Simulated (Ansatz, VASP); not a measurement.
## Al2Cu in VASP and in Ansatz

```
Al Cu
1.0
    -2.99655    2.99655    2.41392
     2.99655   -2.99655    2.41392
     2.99655    2.99655   -2.41392
Al Cu
4 2
Direct
  0.15932 0.65932 0.81864
  0.65932 0.84068 0.50000
  0.84068 0.34068 0.18136
  0.34068 0.15932 0.50000
  0.75000 0.75000 0.00000
  0.25000 0.25000 0.00000
```

Alike in both runs: task single point; functional PBEsol; k mesh 10 × 10 × 10; occupations gaussian, width 0.15 eV; no spin polarisation.

|  | VASP | Ansatz |
| --- | --- | --- |
| version | VASP 6.6.1 | Ansatz 0.2.0 |
| potentials or method | VASP PAW PBE potentials, release 64 (Al, Cu), cutoff 520 eV | scalar-relativistic, plane waves, PAW |
| valence electrons in the cell | 34 | 50 |

|  | VASP | Ansatz | Ansatz less VASP |
| --- | --- | --- | --- |
| gap on the k mesh at the Fermi level (eV) | none | none | - |
| pressure (GPa) | 0.3 | 0.0 | -0.26 |
| traceless stress, the component that is largest in VASP (GPa) | -0.04 | -0.05 | -0.015 |

VASP's potentials were made for PBE, not for PBEsol. A gap of «none» marks a metal or a gap that the smearing closes. VASP's potentials hold 34 valence electrons a cell and Ansatz's 50, so a difference there can come from the potentials and not from the codes.
